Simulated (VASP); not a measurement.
Here is a VASP 6.6.1 calculation.

Contents of INCAR:

```
PREC = Accurate
ENCUT = 520
EDIFF = 1E-6
ISMEAR = -1
SIGMA = 0.1
LREAL = Auto
LASPH = T
NELM = 60
ALGO = Normal
ISIF = 2
LWAVE = F
LCHARG = T
GGA = PE
LELF = T
LVHAR = T
NBANDS = 129
```

The input KPOINTS:

```
Automatic mesh
0
Gamma
  3 3 3
```

File POSCAR:

```
W16O
1.0
    6.3200000000      0.0000000000      0.0000000000
    0.0000000000      6.3200000000      0.0000000000
    0.0000000000      0.0000000000      6.3200000000
W O
16 1
Direct
    0.0014188291     -0.0010158228      0.0055212025
    0.4978957278     -0.0009884494      0.0053962025
    0.0002504747      0.5003393987      0.0049300633
    0.0004226266      0.0000848101      0.5004594937
    0.2496756329      0.2463196203      0.2451876582
    0.4991175633      0.5003188291      0.0048036392
    0.4989265823      0.0000805380      0.5005365506
    0.7496106013      0.2484450949      0.2458401899
    0.0272091772      0.5019246835      0.4884786392
    0.2497218354      0.7555352848      0.2441579114
    0.2495719937      0.2475697785      0.7522256329
    0.4720030063      0.5018188291      0.4885629747
    0.7495960443      0.7528685127      0.2452088608
    0.7497140823      0.2262283228      0.7651718354
    0.2496148734      0.7529006329      0.7513985759
    0.7497045886      0.7631411392      0.7570267405
    0.7495526899      0.4899767405      0.6076064873
```

Potentials or basis: VASP PAW PBE potentials, release 64 (W_sv, O).

Launch:

```bash
$ cat potpaw_PBE.64/W_sv/POTCAR potpaw_PBE.64/O/POTCAR > POTCAR
$ mpirun -np 1 vasp_std > vasp.out
```

(1) Estimate the largest force.

(2) What does it give for the pressure?

(3) Estimate the band gap on the k mesh.

## Answers

(1) 0.514 eV/Å.

(2) 20.3 GPa.

(3) zero (bands 115 and 116 overlap by 0.10 eV).

Caveat: spin-orbit coupling is left out, which moves the levels of the heavy elements.
